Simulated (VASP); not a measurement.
A run of VASP 6.6.1 is set up as follows.

Contents of INCAR:

```
SYSTEM = SiC
ALGO = Normal
EDIFF = 1E-7
ENCUT = 520
GGA = PE
ISIF = 2
ISMEAR = 0
LASPH = .TRUE.
LCHARG = .FALSE.
LREAL = .FALSE.
LWAVE = .FALSE.
NBANDS = 11
NELM = 100
PREC = Accurate
SIGMA = 0.05
```

The input KPOINTS:

```
k-points
0
G
  12 12 12
  0 0 0
```

POSCAR

```
SiC
1.0
    0.0000000000      2.1890663771      2.1890663771
    2.1890663771      0.0000000000      2.1890663771
    2.1204756306      2.1204756306      0.0685907465
Si C
1 1
Direct
    0.0000000000      0.0000000000      0.0000000000
    0.7500000000      0.7500000000      0.7500000000
```

Potentials or basis: VASP PAW PBE potentials, release 64 (Si, C).

Run with:

```console
$ cat potpaw_PBE.64/Si/POTCAR potpaw_PBE.64/C/POTCAR > POTCAR
$ mpirun -np 1 vasp_std > vasp.out
```

**Question.** Estimate the band gap on the k mesh.

**Answer.** 1.11 eV, indirect (least direct gap 4.25 eV).

**Question.** Predict the largest force.

**Answer.** 0.701 eV/Å.

**Question.** Estimate the pressure.

**Answer.** 12.2 GPa.

Forces in eV/Å, atoms in the order of the input:
```
Si  -0.405 -0.405  0.405
C    0.405  0.405 -0.405
```

A k mesh can miss the band edges. As with any semilocal functional, this PBE gap is likely too small.
